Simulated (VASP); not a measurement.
# Al12NO in VASP: further runs

Al12NO is run at these levels: PBE; tasks: single point.

Program: VASP 6.6.1. These are calculated values, not measurements. Logs are shortened: lines on timing, memory, paths and dates and some standing lists are left out, and cuts for length are marked.

### 1 The cell of the first run

The cell holds a slab with vacuum, 14 atoms: a = 5.714 Å, b = 5.714 Å, c = 22.175 Å, α = 90.00°, β = 90.00°, γ = 90.00°.

### 2 Single point, PBE, collinear spin, ferromagnetic start

Input file INCAR:

```
SYSTEM = Al12NO
PREC = Accurate
ENCUT = 520
EDIFF = 1E-7
ISMEAR = 0
SIGMA = 0.1
LREAL = .False.
LASPH = .True.
NELM = 150
ALGO = Normal
ISIF = 2
LWAVE = .False.
LCHARG = .False.
ISPIN = 2
MAGMOM = 0 0 0 0 0 0 0 0 0 0 0 0 1 0
LORBIT = 11
LDIPOL = .True.
IDIPOL = 3
DIPOL = 0.5 0.5 0.295
GGA = PE
NBANDS = 40
```

Input file KPOINTS:

```
Automatic mesh
0
Gamma
  5 5 1
  0 0 0
```

Input file POSCAR:

```
Al12NO
1.0
    5.7143028096      0.0000000000      0.0000000000
    0.0000000000      5.7143028096      0.0000000000
    0.0000000000      0.0000000000     22.1750227966
Al N O
12 1 1
Direct
    0.2500000000      0.2500000000      0.1803831291
    0.2500000000      0.7500000000      0.1803831291
    0.7500000000      0.2500000000      0.1803831291
    0.7500000000      0.7500000000      0.1803831291
    0.0000000000      0.0000000000      0.2744094953
    0.0000000000      0.5000000000      0.2744094953
    0.5000000000      0.0000000000      0.2744094953
    0.5000000000      0.5000000000      0.2744094953
    0.2500000000      0.2500000000      0.3686590481
    0.2500000000      0.7500000000      0.3686590481
    0.7500000000      0.2500000000      0.3686590481
    0.7500000000      0.7500000000      0.3686590481
    0.3985003037      0.5000000000      0.4191663243
    0.6014996963      0.5000000000      0.4191663243
```

Potentials or basis: VASP PAW PBE potentials, release 64 (Al, N, O).

Run with:

```sh
$ cat potpaw_PBE.64/Al/POTCAR potpaw_PBE.64/N/POTCAR potpaw_PBE.64/O/POTCAR > POTCAR
$ mpirun -np 1 vasp_std > vasp.out
```

OUTCAR:

```text
SYSTEM = Al12NO
   PREC = Accurate
   ENCUT = 520
   EDIFF = 1E-7
   ISMEAR = 0
   LREAL = .False.
   LASPH = .True.
   NELM = 150
   ISIF = 2
   ISPIN = 2
   LORBIT = 11
   GGA = PE

 ion  position               nearest neighbor table
   1  0.250  0.250  0.180-   2 2.86   3 2.86   2 2.86   3 2.86   7 2.90   8 2.90   5 2.90   6 2.90

   2  0.250  0.750  0.180-   1 2.86   4 2.86   1 2.86   4 2.86   7 2.90   8 2.90   5 2.90   6 2.90

   3  0.750  0.250  0.180-   1 2.86   4 2.86   4 2.86   1 2.86   7 2.90   8 2.90   5 2.90   6 2.90
[... 4 lines left out ...]
                            11 2.91  12 2.91   9 2.91  10 2.91
   6  0.000  0.500  0.274-   5 2.86   8 2.86   5 2.86   8 2.86   1 2.90   2 2.90   3 2.90   4 2.90
                            11 2.91  12 2.91   9 2.91  10 2.91
   7  0.500  0.000  0.274-   5 2.86   8 2.86   8 2.86   5 2.86   1 2.90   2 2.90   3 2.90   4 2.90
                            11 2.91  12 2.91   9 2.91  10 2.91
   8  0.500  0.500  0.274-   6 2.86   7 2.86   7 2.86   6 2.86   1 2.90   2 2.90   3 2.90   4 2.90
                            11 2.91  12 2.91   9 2.91  10 2.91
   9  0.250  0.250  0.369-  13 2.00  11 2.86  10 2.86  10 2.86  11 2.86   6 2.91   7 2.91   8 2.91
                             5 2.91
  10  0.250  0.750  0.369-  13 2.00  12 2.86   9 2.86   9 2.86  12 2.86   6 2.91   7 2.91   8 2.91
                             5 2.91
  11  0.750  0.250  0.369-  14 2.00  12 2.86   9 2.86  12 2.86   9 2.86   6 2.91   7 2.91   8 2.91
                             5 2.91
  12  0.750  0.750  0.369-  14 2.00  11 2.86  10 2.86  11 2.86  10 2.86   6 2.91   7 2.91   8 2.91
                             5 2.91
  13  0.399  0.500  0.419-  14 1.16  10 2.00   9 2.00
  14  0.601  0.500  0.419-  13 1.16  12 2.00  11 2.00

  LATTYP: Found a simple tetragonal cell.
 ALAT       =     5.7143028096
 C/A-ratio  =     3.8806173798

  Lattice vectors:

 A1 = (   5.7143028096,   0.0000000000,   0.0000000000)
 A2 = (   0.0000000000,   5.7143028096,   0.0000000000)
 A3 = (   0.0000000000,   0.0000000000,  22.1750227966)

Analysis of symmetry for initial positions (statically):
=====================================================================
 Subroutine PRICEL returns:
 Original cell was already a primitive cell.

 Routine SETGRP: Setting up the symmetry group for a
 simple tetragonal supercell.

 Subroutine GETGRP returns: Found  2 space group operations
 (whereof  2 operations were pure point group operations)
 out of a pool of 16 trial point group operations.

The static configuration has the point symmetry C_1h.

Analysis of symmetry for dynamics (positions and initial velocities):
=====================================================================
 Subroutine PRICEL returns:
 Original cell was already a primitive cell.

 Routine SETGRP: Setting up the symmetry group for a
 simple tetragonal supercell.

 Subroutine GETGRP returns: Found  2 space group operations
 (whereof  2 operations were pure point group operations)
 out of a pool of 16 trial point group operations.

The dynamic configuration has the point symmetry C_1h.

Analysis of structural, dynamic, and magnetic symmetry:
=====================================================================
 Subroutine PRICEL returns:
 Original cell was already a primitive cell.

 Routine SETGRP: Setting up the symmetry group for a
 simple tetragonal supercell.

 Subroutine GETGRP returns: Found  2 space group operations
 (whereof  2 operations were pure point group operations)
 out of a pool of 16 trial point group operations.

The overall configuration has the point symmetry C_1h.

 Subroutine INISYM returns: Found  2 space group operations
 (whereof  2 operations are pure point group operations),
 and found     1 'primitive' translations

----------------------------------------------------------------------------------------

                                     Primitive cell

  volume of cell :     724.0867

  direct lattice vectors                    reciprocal lattice vectors
     5.714302810  0.000000000  0.000000000     0.174999476  0.000000000  0.000000000
[... 103 lines left out ...]
   TEBEG  =    0.0;   TEEND  =   0.0 temperature during run
   PSTRESS=    0.0 pullay stress
   NELECT =      47.0000    total number of electrons
   NUPDOWN=      -1.0000    fix difference up-down
   EMIN   =  10.00;   EMAX   =-10.00  energy-range for DOS
   EFERMI =   0.00;   METHOD = LEGACY
   ISMEAR =     0;   SIGMA  =   0.10  broadening in eV -4-tet -1-fermi 0-gaus
   EFERMI_NEDOS =   21; number of points for ismear=-14 and -15
   IALGO  =     38    algorithm
   IMIX   =      4    mixing-type and parameters
     AMIX     =   0.40;   BMIX     =  1.00
     AMIX_MAG =   1.60;   BMIX_MAG =  1.00
  volume/ion in A,a.u.               =      51.72       349.03
  Fermi-wavevector in a.u.,A,eV,Ry     =   0.657926  1.243300  5.889514  0.432867
  Thomas-Fermi vector in A             =   1.729587
   LORBIT       =     11    0 simple, 1 ext, 2 COOP (PROOUT), +10 PAW based schemes
   GGA     = PE    functional components
   LHFCALC =     F    Hartree Fock is set to
   AEXX    =    0.0000 exact exchange contribution
   IVDW    =     0    specifies the selected vdW correction
   LEPSILON=     F    determine dielectric tensor
   LRPA    =     F    only Hartree local field effects (RPA)
 spin polarized calculation
 Gauss-broadening in eV      SIGMA  =   0.10
  energy-cutoff  :      520.00
  volume of cell :      724.09
 maximum number of plane-waves:     19529
   NGX = 21   NGY = 21   NGZ = 83

 dipolmoment           0.000000      0.000000     -0.003591 electrons x Angstroem

 number of electron      46.9999998 magnetization       0.0000238

 dipolmoment           0.000000      0.000000      0.034961 electrons x Angstroem

 Free energy of the ion-electron system (eV)
  ---------------------------------------------------
  ext. energy  EPLUGINS =         0.00000000
  ---------------------------------------------------
  free energy    TOTEN  =       -54.17381816 eV

  energy without entropy =      -54.13896319  energy(sigma->0) =      -54.15639068

 E-fermi :  -0.8103     XC(G=0):  -3.8671

 val. band max:       -0.8144729443   @ k =   0.2000   0.0000   0.0000
 cond. band min:      -0.8023736192   @ k =   0.2000   0.2000   0.0000
 fundamental gap:      0.0120993251
 Fermi energy:        -0.8103279597

 spin component 1

 k-point     1 :       0.0000    0.0000    0.0000
  band No.  band energies     occupation
      1     -27.6103      1.00000
      2     -14.3363      1.00000
      3     -11.4745      1.00000
      4     -10.3208      1.00000
      5     -10.2727      1.00000
      6      -8.6402      1.00000
[... 331 lines left out ...]
     34       2.1691      0.00000
     35       2.3456      0.00000
 Fermi energy:        -0.8103279597

 spin component 2

 k-point     1 :       0.0000    0.0000    0.0000
  band No.  band energies     occupation
      1     -27.6103      1.00000
      2     -14.3363      1.00000
      3     -11.4745      1.00000
      4     -10.3208      1.00000
      5     -10.2727      1.00000
      6      -8.6402      1.00000
[... 331 lines left out ...]
     34       2.1691      0.00000
     35       2.3456      0.00000
 [bands above 35 left out]

------------------------ aborting loop because EDIFF is reached ----------------------------------------

 vacuum level on the upper side and lower side of the slab       (xc-potential included)         0.062        -0.137

  FORCE on cell =-STRESS in cart. coord.  units (eV):
  Direction    XX          YY          ZZ          XY          YZ          ZX
  --------------------------------------------------------------------------------------
  -------------------------------------------------------------------------------------
  Total       12.8589015     -6.7490683     -0.8337633      0.0000000      0.0000000     -0.3257555
  in kB       28.4527255    -14.9335765     -1.8448572      0.0000000      0.0000000     -0.7207951
  external PRESSURE =       3.8914306 kB  Pullay stress =       0.0000000 kB

 VOLUME and BASIS-vectors are now :
 -----------------------------------------------------------------------------
  energy-cutoff  :      520.00
  volume of cell :      724.09
      direct lattice vectors                 reciprocal lattice vectors
     5.714302810  0.000000000  0.000000000     0.174999476  0.000000000  0.000000000
     0.000000000  5.714302810  0.000000000     0.000000000  0.174999476  0.000000000
     0.000000000  0.000000000 22.175022797     0.000000000  0.000000000  0.045095782

 POSITION                                       TOTAL-FORCE (eV/Angst)
 -----------------------------------------------------------------------------------
      1.42858      1.42858      4.00000        -0.002687     -0.045814      0.096121
      1.42858      4.28573      4.00000        -0.002687      0.045814      0.096121
      4.28573      1.42858      4.00000        -0.003872      0.063971      0.051921
      4.28573      4.28573      4.00000        -0.003872     -0.063971      0.051921
      0.00000      0.00000      6.08504        -0.009292      0.000000     -0.130715
      0.00000      2.85715      6.08504        -0.104338      0.000000     -0.052006
      2.85715      0.00000      6.08504         0.041802      0.000000      0.093304
      2.85715      2.85715      6.08504         0.120908      0.000000     -0.111844
      1.42858      1.42858      8.17502        -0.605095     -0.225885      0.213636
      1.42858      4.28573      8.17502        -0.605095      0.225885      0.213636
      4.28573      1.42858      8.17502         0.711918     -0.652185     -0.281841
      4.28573      4.28573      8.17502         0.711918      0.652185     -0.281841
      2.27715      2.85715      9.29502       -15.617193      0.000000     -0.714289
      3.43715      2.85715      9.29502        15.367585      0.000000      0.755876
 -----------------------------------------------------------------------------------
    total drift:                               -0.000534      0.000000     -0.000641

  FREE ENERGIE OF THE ION-ELECTRON SYSTEM (eV)
  ---------------------------------------------------
  free  energy   TOTEN  =       -54.1738181633 eV

  energy  without entropy=      -54.1389631881  energy(sigma->0) =      -54.15639068

 vacuum level on the upper side and lower side of the slab         3.683         3.483

 total charge

# of ion       s       p       d       tot
------------------------------------------
    1        0.475   0.284   0.000   0.759
    2        0.475   0.284   0.000   0.759
    3        0.471   0.289   0.000   0.760
    4        0.471   0.289   0.000   0.760
    5        0.432   0.333   0.000   0.766
    6        0.429   0.327   0.000   0.756
    7        0.432   0.316   0.000   0.747
    8        0.426   0.338   0.000   0.764
    9        0.439   0.327   0.000   0.766
   10        0.439   0.327   0.000   0.766
   11        0.453   0.300   0.000   0.753
   12        0.453   0.300   0.000   0.753
   13        1.282   2.615   0.000   3.897
   14        1.593   3.678   0.000   5.271
--------------------------------------------------
tot          8.269  10.007   0.000  18.276

 magnetization (x)

# of ion       s       p       d       tot
------------------------------------------
    1        0.000   0.000   0.000   0.000
    2        0.000   0.000   0.000   0.000
    3        0.000   0.000   0.000   0.000
    4        0.000   0.000   0.000   0.000
    5       -0.000   0.000   0.000   0.000
    6        0.000   0.000   0.000   0.000
    7        0.000   0.000   0.000   0.000
    8       -0.000   0.000   0.000  -0.000
    9        0.000   0.000   0.000   0.000
   10        0.000   0.000   0.000   0.000
   11       -0.000   0.000   0.000  -0.000
   12       -0.000   0.000   0.000  -0.000
   13        0.000   0.000   0.000   0.000
   14        0.000   0.000   0.000   0.000
--------------------------------------------------
tot          0.000   0.000   0.000   0.000
```

Wall time 21 min (1 thread of Oxide Virtual Turin-like, shared host); peak memory 1 GiB.

Results:

- Free energy: -54.1738 eV
- Largest force: 15.634 eV/Å
- Net moment: 0.00 μB per cell
- Valence electrons inside the program's atomic spheres: Al 0.76, 0.77, 0.75 (each value once); N 3.90; O 5.27

Forces in eV/Å, atoms in the order of the input:
```
Al   -0.003  -0.046   0.096
Al   -0.003   0.046   0.096
Al   -0.004   0.064   0.052
Al   -0.004  -0.064   0.052
Al   -0.009   0.000  -0.131
Al   -0.104   0.000  -0.052
Al    0.042   0.000   0.093
Al    0.121   0.000  -0.112
Al   -0.605  -0.226   0.214
Al   -0.605   0.226   0.214
Al    0.712  -0.652  -0.282
Al    0.712   0.652  -0.282
N   -15.617   0.000  -0.714
O    15.368   0.000   0.756
```

Caveat: the standard files for N, O and F lose accuracy on very short bonds.

### 3 Single point, PBE, collinear spin, ferromagnetic start

Input file INCAR:

```
PREC = Accurate
ENCUT = 520
EDIFF = 1E-7
ISMEAR = 0
SIGMA = 0.1
LREAL = F
LASPH = T
NELM = 150
ALGO = Normal
ISIF = 2
LWAVE = F
LCHARG = F
ISPIN = 2
MAGMOM = 0 0 0 0 0 0 0 0 0 0 0 0 1 0
LORBIT = 11
LDIPOL = T
IDIPOL = 3
DIPOL = 0.5 0.5 0.295
GGA = PE
NBANDS = 40
```

Input file KPOINTS:

```
Automatic mesh
0
Gamma
  5 5 1
```

POSCAR, as its differences from that of step 2:

```diff
@@ -20,3 +20,3 @@
     0.7500000000      0.7500000000      0.3686590481
-    0.3985003037      0.5000000000      0.4191663243
-    0.6014996963      0.5000000000      0.4191663243
+    0.3837128479      0.5000000000      0.4191663243
+    0.6162871521      0.5000000000      0.4191663243
```

Potentials or basis: VASP PAW PBE potentials, release 64 (Al, N, O).

Run with:

```sh
$ cat potpaw_PBE.64/Al/POTCAR potpaw_PBE.64/N/POTCAR potpaw_PBE.64/O/POTCAR > POTCAR
$ mpirun -np 1 vasp_std > vasp.out
```

Wall time 21 min (1 thread of Oxide Virtual Turin-like, shared host); peak memory 1 GiB.

It converged, with:

```yaml
Free_energy: -55.6962 eV
Largest_force: 4.581 eV/Å
Net_moment: 0.00 μB per cell
Valence_electrons_inside_the_program's_atomic_spheres: Al 0.76, 0.77, 0.75, 0.74 (each value once); N 3.72; O 5.08
```

Forces in eV/Å, atoms in the order of the input:
```
Al   0.011 -0.031  0.088
Al   0.011  0.031  0.088
Al  -0.011  0.084  0.071
Al  -0.011 -0.084  0.071
Al  -0.020  0.000 -0.170
Al  -0.110  0.000 -0.019
Al   0.050  0.000  0.138
Al   0.135  0.000 -0.188
Al  -0.409 -0.111  0.354
Al  -0.409  0.111  0.354
Al   0.403 -0.350  0.007
Al   0.403  0.350  0.007
N   -4.504  0.000 -0.836
O    4.460  0.000  0.036
```

Levels at points of the mesh, in eV from the Fermi level:
Spin up:
```
           k point  band 22  band 23  band 24  band 25  band 26  band 27
(0.00, 0.00, 0.00)    -0.53    -0.42    -0.34    -0.34     0.05     0.35
```
Spin down:
| k point | band 20 | band 21 | band 22 | band 23 | band 24 | band 25 | band 26 | band 27 | band 28 | band 29 |
| --- | --- | --- | --- | --- | --- | --- | --- | --- | --- | --- |
| (0.00, 0.00, 0.00) | -1.24 | -0.90 | -0.53 | -0.42 | -0.34 | -0.34 | 0.05 | 0.35 | 1.04 | 1.28 |

(Part 1 of 2 ends here.)
